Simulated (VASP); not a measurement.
BaTiO3, 5 atoms in the cell. The structure is orthorhombic, space group Amm2 (No. 38). Conventional cell: a = 3.986 Å, b = 5.674 Å, c = 5.690 Å, α = 90.00°, β = 90.00°, γ = 90.00°. Ba (site symmetry mm2) has 12 O at 2.77 to 2.92 Å and 8 Ti at 3.42 to 3.53 Å within 3.7 Å. Within 2.6 Å of Ti (site symmetry mm2) lie 6 O at 1.93 to 2.09 Å. O (site symmetry mm2) has 2 Ti at 2.00 Å within 2.6 Å. Within 2.6 Å of O (site symmetry m) lie 2 Ti at 1.93 to 2.09 Å. 

```yaml
Program: VASP 6.6.1
Task: single point
Functional: PBEsol
Potentials_or_basis: VASP PAW PBE potentials, release 64 (Ba_sv, Ti_sv, O)
Cutoff: 600 eV
k_mesh: 4 × 4 × 4
Occupations: gaussian, width 0.01 eV
Spin: no spin polarisation
Dipole_correction: no
Further_INCAR_settings: ALGO = Normal; EDIFF = 1e-06; NBANDS = 28
```

Potentials or basis: VASP PAW PBE potentials, release 64 (Ba_sv, Ti_sv, O).

Run with:

```bash
$ cat potpaw_PBE.64/Ba_sv/POTCAR potpaw_PBE.64/Ti_sv/POTCAR potpaw_PBE.64/O/POTCAR > POTCAR
$ mpirun -np 1 vasp_std > vasp.out
```

Hardware: 1 thread of AMD EPYC 9R45 (Zen 5) (shared host).

Task: How long does it take, and how much memory?

Result: It took 24 s on 1 thread of AMD EPYC 9R45 (Zen 5) (shared host), peak memory 0.17 GiB. Counts: scf iterations 15, k points 21.
